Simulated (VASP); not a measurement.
# CaS (Oldhamite) (Fm-3m) in VASP: a series of runs

Aim: see how the results for CaS (Oldhamite) move with the level of theory and the settings. Levels: r2SCAN, LDA. Tasks: single point, relaxation of cell and atoms.

All numbers are computed with VASP 6.6.1; they aren't measurements. Logs are shortened: lines on timing, memory, paths and dates and some standing lists are left out, and cuts for length are marked.

**1. The cell of the first run**

Symmetry: Fm-3m, No. 225, cubic system. Conventional cell: a = 5.696 Å, b = 5.696 Å, c = 5.696 Å, α = 90.00°, β = 90.00°, γ = 90.00°. Ca (site symmetry m-3m) has 6 S at 2.85 Å within 3.8 Å. Within 3.8 Å of S (site symmetry m-3m) lie 6 Ca at 2.85 Å.

**2. Single point, r2SCAN**

POSCAR reads:

```
CaS
1.0
    0.0000000000      2.8479357442      2.8479357442
    2.8479357442      0.0000000000      2.8479357442
    2.8479357442      2.8479357442      0.0000000000
Ca S
1 1
Direct
    0.0000000000      0.0000000000      0.0000000000
    0.5000000000      0.5000000000      0.5000000000
```

INCAR.step1 reads:

```
SYSTEM = CaS
PREC = Accurate
ENCUT = 550
ISMEAR = -1
SIGMA = 0.02
LREAL = .False.
LASPH = .True.
NELM = 120
NBANDS = 15
GGA = PE
ALGO = Normal
EDIFF = 1E-5
LWAVE = .True.
LCHARG = .False.
GGA_COMPAT = .False.
```

INCAR.step2 reads:

```
SYSTEM = CaS
PREC = Accurate
ENCUT = 550
EDIFF = 1E-6
ISMEAR = -1
SIGMA = 0.02
LREAL = .False.
LASPH = .True.
NELM = 120
ALGO = Normal
ISIF = 2
LWAVE = .False.
LCHARG = .True.
METAGGA = R2SCAN
LMIXTAU = .True.
LELF = .True.
LVHAR = .True.
NBANDS = 15
ISTART = 1
GGA_COMPAT = .False.
```

KPOINTS reads:

```
Automatic mesh
0
Gamma
  8 8 8
  0 0 0
```

Potentials or basis: VASP PAW PBE potentials, release 64 (Ca_sv, S).

Command:

```bash
$ cat potpaw_PBE.64/Ca_sv/POTCAR potpaw_PBE.64/S/POTCAR > POTCAR
$ cp INCAR.step1 INCAR
$ mpirun -np 1 vasp_std > vasp.out
$ cp INCAR.step2 INCAR
$ mpirun -np 1 vasp_std > vasp.out
```

OUTCAR:

```text
SYSTEM = CaS
   PREC = Accurate
   ENCUT = 550
   EDIFF = 1E-6
   ISMEAR = -1
   LREAL = .False.
   LASPH = .True.
   NELM = 120
   ISIF = 2
   METAGGA = R2SCAN
   ISTART = 1

 ion  position               nearest neighbor table
   1  0.000  0.000  0.000-   2 2.85   2 2.85   2 2.85   2 2.85   2 2.85   2 2.85
   2  0.500  0.500  0.500-   1 2.85   1 2.85   1 2.85   1 2.85   1 2.85   1 2.85

  LATTYP: Found a face centered cubic cell.
 ALAT       =     5.6958714884

  Lattice vectors:

 A1 = (   0.0000000000,   2.8479357442,   2.8479357442)
 A2 = (   2.8479357442,   0.0000000000,   2.8479357442)
 A3 = (   2.8479357442,   2.8479357442,   0.0000000000)

Analysis of symmetry for initial positions (statically):
=====================================================================
 Subroutine PRICEL returns:
 Original cell was already a primitive cell.

 Routine SETGRP: Setting up the symmetry group for a
 face centered cubic supercell.

 Subroutine GETGRP returns: Found 48 space group operations
 (whereof 48 operations were pure point group operations)
 out of a pool of 48 trial point group operations.

The static configuration has the point symmetry O_h .

Analysis of symmetry for dynamics (positions and initial velocities):
=====================================================================
 Subroutine PRICEL returns:
 Original cell was already a primitive cell.

 Routine SETGRP: Setting up the symmetry group for a
 face centered cubic supercell.

 Subroutine GETGRP returns: Found 48 space group operations
 (whereof 48 operations were pure point group operations)
 out of a pool of 48 trial point group operations.

The dynamic configuration has the point symmetry O_h .

 Subroutine INISYM returns: Found 48 space group operations
 (whereof 48 operations are pure point group operations),
 and found     1 'primitive' translations

----------------------------------------------------------------------------------------

                                     Primitive cell

  volume of cell :      46.1977

  direct lattice vectors                    reciprocal lattice vectors
     0.000000000  2.847935744  2.847935744    -0.175565759  0.175565759  0.175565759
     2.847935744  0.000000000  2.847935744     0.175565759 -0.175565759  0.175565759
     2.847935744  2.847935744  0.000000000     0.175565759  0.175565759 -0.175565759

  length of vectors
     4.027589354  4.027589354  4.027589354     0.304088814  0.304088814  0.304088814

  position of ions in fractional coordinates (direct lattice)
     0.000000000  0.000000000  0.000000000
     0.500000000  0.500000000  0.500000000

  ion indices of the primitive-cell ions
   primitive index   ion index
                 1           1
                 2           2

----------------------------------------------------------------------------------------

 KPOINTS: Automatic mesh

Automatic generation of k-mesh.
 Grid dimensions read from file:
 generate k-points for:    8    8    8

 Generating k-lattice:

  Cartesian coordinates                     Fractional coordinates (reciprocal lattice)
    -0.021945720  0.021945720  0.021945720     0.125000000  0.000000000  0.000000000
     0.021945720 -0.021945720  0.021945720     0.000000000  0.125000000  0.000000000
     0.021945720  0.021945720 -0.021945720     0.000000000  0.000000000  0.125000000

  Length of vectors
     0.038011102  0.038011102  0.038011102

  Shift w.r.t. Gamma in fractional coordinates (k-lattice)
     0.000000000  0.000000000  0.000000000

 Subroutine IBZKPT returns following result:
 ===========================================

 Found     29 irreducible k-points:

 Following reciprocal coordinates:
            Coordinates               Weight
  0.000000  0.000000  0.000000      1.000000
  0.125000  0.000000  0.000000      8.000000
  0.250000  0.000000  0.000000      8.000000
  0.375000  0.000000  0.000000      8.000000
  0.500000  0.000000  0.000000      4.000000
  0.125000  0.125000  0.000000      6.000000
[... 16 lines left out ...]
  0.500000  0.250000  0.125000     48.000000
 -0.375000  0.250000  0.125000     24.000000
 [... further k-points ...]
   k-points           NKPTS =     29   k-points in BZ     NKDIM =     29   number of bands    NBANDS=     15
   number of dos      NEDOS =    301   number of ions     NIONS =      2
   total plane-waves  NPLWV =  32768
   dimension x,y,z NGX =    32 NGY =   32 NGZ =   32
   dimension x,y,z NGXF=    64 NGYF=   64 NGZF=   64
   ions per type =               1   1
   NGX,Y,Z   is equivalent  to a cutoff of  13.21, 13.21, 13.21 a.u.
   NGXF,Y,Z  is equivalent  to a cutoff of  26.42, 26.42, 26.42 a.u.
 SYSTEM =  CaS
   PREC   = accura    normal or accurate (medium, high low for compatibility)
   ISTART =      1    job   : 0-new  1-cont  2-samecut
   ICHARG =      0    charge: 1-file 2-atom 10-const
   ISPIN  =      1    spin polarized calculation?
   LNONCOLLINEAR =      F non collinear calculations
   LSORBIT =      F    spin-orbit coupling
   LASPH  =      T    aspherical Exc in radial PAW
   ENCUT  =  550.0 eV  40.42 Ry    6.36 a.u.   7.70  7.70  7.70*2*pi/ulx,y,z
   NELM   =    120;   NELMIN=  2; NELMDL=  0     # of ELM steps
   EDIFF  = 0.1E-05   stopping-criterion for ELM
   LREAL  =      F    real-space projection
   EDIFFG = 0.1E-04   stopping-criterion for IOM
   NSW    =      0    number of steps for IOM
   IBRION =     -1    ionic relax: 0-MD 1-quasi-New 2-CG
   NFREE  =      0    steps in history (QN), initial steepest desc. (CG)
   ISIF   =      2    stress and relaxation
   ISYM   =      2    0-nonsym 1-usesym 2-fastsym
   POTIM  = 0.5000    time-step for ionic-motion
   TEBEG  =    0.0;   TEEND  =   0.0 temperature during run
   PSTRESS=    0.0 pullay stress
   NELECT =      16.0000    total number of electrons
   NUPDOWN=      -1.0000    fix difference up-down
   EMIN   =  10.00;   EMAX   =-10.00  energy-range for DOS
   EFERMI =   0.00;   METHOD = LEGACY
   ISMEAR =    -1;   SIGMA  =   0.02  broadening in eV -4-tet -1-fermi 0-gaus
   EFERMI_NEDOS =   21; number of points for ismear=-14 and -15
   IALGO  =     38    algorithm
   IMIX   =      4    mixing-type and parameters
     AMIX     =   0.40;   BMIX     =  1.00
     AMIX_MAG =   1.60;   BMIX_MAG =  1.00
  volume/ion in A,a.u.               =      23.10       155.88
  Fermi-wavevector in a.u.,A,eV,Ry     =   1.149674  2.172568 17.983499  1.321750
  Thomas-Fermi vector in A             =   2.286342
   LORBIT       =      0    0 simple, 1 ext, 2 COOP (PROOUT), +10 PAW based schemes
   METAGGA = R2SCAN    functional components
   LHFCALC =     F    Hartree Fock is set to
   AEXX    =    0.0000 exact exchange contribution
   IVDW    =     0    specifies the selected vdW correction
   LEPSILON=     F    determine dielectric tensor
   LRPA    =     F    only Hartree local field effects (RPA)
 non-spin polarized calculation
  energy-cutoff  :      550.00
  volume of cell :       46.20
 maximum number of plane-waves:      1366
   NGX = 15   NGY = 15   NGZ = 15

 number of electron      16.0000000 magnetization

 Free energy of the ion-electron system (eV)
  ---------------------------------------------------
  ext. energy  EPLUGINS =         0.00000000
  ---------------------------------------------------
  free energy    TOTEN  =       -19.94211367 eV

  energy without entropy =      -19.94211367  energy(sigma->0) =      -19.94211367

 E-fermi :   2.9432     XC(G=0):  -9.7804

 val. band max:        2.4844626887   @ k =   0.0000   0.0000   0.0000
 cond. band min:       5.2888472059   @ k =   0.5000   0.5000   0.0000
 fundamental gap:      2.8043845173
 Fermi energy:         2.9432479650

 k-point     1 :       0.0000    0.0000    0.0000
  band No.  band energies     occupation
      1     -38.2364      2.00000
      2     -18.3364      2.00000
      3     -18.3364      2.00000
      4     -18.3364      2.00000
      5      -9.3086      2.00000
      6       2.4845      2.00000
      7       2.4845      2.00000
      8       2.4845      2.00000
      9       7.1573      0.00000
     10       7.1573      0.00000
     11       7.1573      0.00000
     12       7.4064      0.00000
     13       7.7943      0.00000
     14       7.7943      0.00000
     15      14.0773      0.00000

 k-point     2 :       0.1250    0.0000    0.0000
  band No.  band energies     occupation
      1     -38.2347      2.00000
      2     -18.3622      2.00000
      3     -18.3382      2.00000
      4     -18.3382      2.00000
      5      -9.1979      2.00000
      6       1.8466      2.00000
      7       2.2638      2.00000
      8       2.2638      2.00000
      9       7.1830      0.00000
     10       7.3953      0.00000
     11       7.3953      0.00000
     12       8.1342      0.00000
     13       8.2090      0.00000
     14       8.2090      0.00000
     15      14.1822      0.00000

 k-point     3 :       0.2500    0.0000    0.0000
  band No.  band energies     occupation
      1     -38.2307      2.00000
      2     -18.4232      2.00000
      3     -18.3426      2.00000
      4     -18.3426      2.00000
      5      -8.9172      2.00000
      6       0.6793      2.00000
      7       1.8218      2.00000
      8       1.8218      2.00000
      9       7.3176      0.00000
     10       8.0022      0.00000
     11       8.0022      0.00000
     12       9.2549      0.00000
     13       9.2549      0.00000
     14       9.4770      0.00000
     15      13.5574      0.00000

 k-point     4 :       0.3750    0.0000    0.0000
  band No.  band energies     occupation
      1     -38.2268      2.00000
      2     -18.4826      2.00000
      3     -18.3469      2.00000
      4     -18.3469      2.00000
      5      -8.6125      2.00000
      6      -0.2612      2.00000
      7       1.4606      2.00000
      8       1.4606      2.00000
      9       7.7617      0.00000
     10       8.8125      0.00000
     11       8.8125      0.00000
     12       9.7372      0.00000
     13      10.4664      0.00000
     14      10.4664      0.00000
     15      13.0256      0.00000
[... 307 lines left out ...]
 k-point    22 :       0.3750    0.2500    0.1250
  band No.  band energies     occupation
      1     -38.2278      2.00000
      2     -18.4322      2.00000
      3     -18.3694      2.00000
      4     -18.3500      2.00000
      5      -8.7833      2.00000
      6       0.3420      2.00000
      7       1.6348      2.00000
      8       1.6418      2.00000
      9       6.7786      0.00000
     10       8.4102      0.00000
     11       8.7831      0.00000
     12       8.9824      0.00000
     13       9.5217      0.00000
     14      11.2643      0.00000
     15      12.8678      0.00000

 k-point    23 :       0.5000    0.2500    0.1250
  band No.  band energies     occupation
      1     -38.2247      2.00000
      2     -18.4618      2.00000
      3     -18.3823      2.00000
      4     -18.3572      2.00000
      5      -8.5941      2.00000
      6      -0.0195      2.00000
      7       1.1747      2.00000
      8       1.4027      2.00000
      9       7.3123      0.00000
     10       8.9685      0.00000
     11       9.2458      0.00000
     12       9.3713      0.00000
     13      10.0535      0.00000
     14      11.5590      0.00000
     15      12.0650      0.00000

 k-point    24 :      -0.3750    0.2500    0.1250
  band No.  band energies     occupation
      1     -38.2233      2.00000
      2     -18.4745      2.00000
      3     -18.3852      2.00000
      4     -18.3619      2.00000
      5      -8.5132      2.00000
      6      -0.1534      2.00000
      7       0.9807      2.00000
      8       1.3115      2.00000
      9       8.0202      0.00000
     10       8.3571      0.00000
     11       9.5472      0.00000
     12       9.8930      0.00000
     13      10.1697      0.00000
     14      11.1383      0.00000
     15      12.5551      0.00000

 [... further k-points ...]

------------------------ aborting loop because EDIFF is reached ----------------------------------------

  FORCE on cell =-STRESS in cart. coord.  units (eV):
  Direction    XX          YY          ZZ          XY          YZ          ZX
  --------------------------------------------------------------------------------------
  -------------------------------------------------------------------------------------
  Total        0.0863528      0.0863528      0.0863528      0.0000000      0.0000000      0.0000000
  in kB        2.9947890      2.9947890      2.9947890      0.0000000      0.0000000      0.0000000
  external PRESSURE =       2.9947890 kB  Pullay stress =       0.0000000 kB

 VOLUME and BASIS-vectors are now :
 -----------------------------------------------------------------------------
  energy-cutoff  :      550.00
  volume of cell :       46.20
      direct lattice vectors                 reciprocal lattice vectors
     0.000000000  2.847935744  2.847935744    -0.175565759  0.175565759  0.175565759
     2.847935744  0.000000000  2.847935744     0.175565759 -0.175565759  0.175565759
     2.847935744  2.847935744  0.000000000     0.175565759  0.175565759 -0.175565759

 POSITION                                       TOTAL-FORCE (eV/Angst)
 -----------------------------------------------------------------------------------
      0.00000      0.00000      0.00000        -0.000000     -0.000000     -0.000000
      2.84794      2.84794      2.84794         0.000000      0.000000      0.000000
 -----------------------------------------------------------------------------------
    total drift:                                0.000000     -0.000000     -0.000000

  FREE ENERGIE OF THE ION-ELECTRON SYSTEM (eV)
  ---------------------------------------------------
  free  energy   TOTEN  =       -19.9421136696 eV

  energy  without entropy=      -19.9421136696  energy(sigma->0) =      -19.94211367
```

It took 48 s on 1 thread of Intel Xeon 6975P-C (Granite Rapids), shared host; peak memory 0.19 GiB.

Results:

- Free energy: -19.9421 eV
- Pressure: 0.3 GPa
- Band gap on the k mesh: 2.80 eV, indirect (least direct gap 3.63 eV)

Caveat: the PAW data sets were made with another functional, which shifts forces and pressure a little. A k mesh can miss the band edges.

(Part 1 of 2 ends here.)
